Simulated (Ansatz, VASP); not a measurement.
Two plane-wave programs on Ni

```
Ni
1.0
     0.00000    1.76685    1.76685
     1.76685    0.00000    1.76685
     1.76685    1.76685    0.00000
Ni
1
Cartesian
  0.0000 0.0000 0.0000
```

Alike in both runs: task single point; functional PBE; k mesh 12 × 12 × 12; occupations fermi-dirac, width 0.1 eV; collinear spin.

|  | VASP | Ansatz |
| --- | --- | --- |
| version | VASP 6.6.1 | Ansatz 0.2.0 |
| potentials or method | VASP PAW PBE potentials, release 64 (Ni), cutoff 520 eV | PAW, plane waves, scalar-relativistic |
| valence electrons in the cell | 10 | 18 |

```tsv
	VASP	Ansatz	Ansatz less VASP
pressure (GPa)	-2.0	-2.0	+0.02
net moment per atom (μB)	0.64	0.65	+0.018
size of the moment on the site where the two differ most (μB)	0.65	0.69	+0.045
```

Site moments also hang on the region over which each program counts them. VASP's potentials hold 10 valence electrons a cell and Ansatz's 18, so a difference there can come from the potentials and not from the codes.
